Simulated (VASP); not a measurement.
Here is a VASP 6.6.1 calculation.

Contents of POSCAR:

```
GaP
1.0
    0.0000000000      2.7252500000      2.7252500000
    2.7252500000      0.0000000000      2.7252500000
    2.7252500000      2.7252500000      0.0000000000
Ga P
1 1
Direct
    0.0000000000      0.0000000000      0.0000000000
    0.7500000000      0.7500000000      0.7500000000
```

File INCAR.step1:

```
PREC = Accurate ; ENCUT = 550
ISMEAR = 0 ; SIGMA = 0.01
LREAL = False ; LASPH = True
NELM = 120 ; NBANDS = 16
GGA = PE ; ALGO = Normal
EDIFF = 1E-5 ; LWAVE = True
LCHARG = False ; GGA_COMPAT = False
```

The input INCAR.step2:

```
PREC = Accurate ; ENCUT = 550
EDIFF = 1E-6 ; ISMEAR = 0
SIGMA = 0.01 ; LREAL = False
LASPH = True ; NELM = 120
ALGO = Normal ; ISIF = 2
LWAVE = False ; LCHARG = False
METAGGA = R2SCAN ; LMIXTAU = True
NBANDS = 16 ; ISTART = 1
GGA_COMPAT = False
```

KPOINTS

```
Automatic mesh
0
Gamma
  3 3 3
```

Potentials or basis: VASP PAW PBE potentials, release 64 (Ga_d, P).

The run is started by

```sh
$ cat potpaw_PBE.64/Ga_d/POTCAR potpaw_PBE.64/P/POTCAR > POTCAR
$ cp INCAR.step1 INCAR
$ mpirun -np 1 vasp_std > vasp.out
$ cp INCAR.step2 INCAR
$ mpirun -np 1 vasp_std > vasp.out
```

(1) What does it give for the band gap on the k mesh?

(2) Estimate the pressure.

Answers

(1) 1.95 eV (least direct gap 2.33 eV).

(2) 1.6 GPa.

Caveat: the k points lie up to 0.67 Å⁻¹ apart; the PAW data sets were made with another functional, which shifts forces and pressure a little; an odd mesh through Γ misses points on the zone boundary, where band edges can lie.
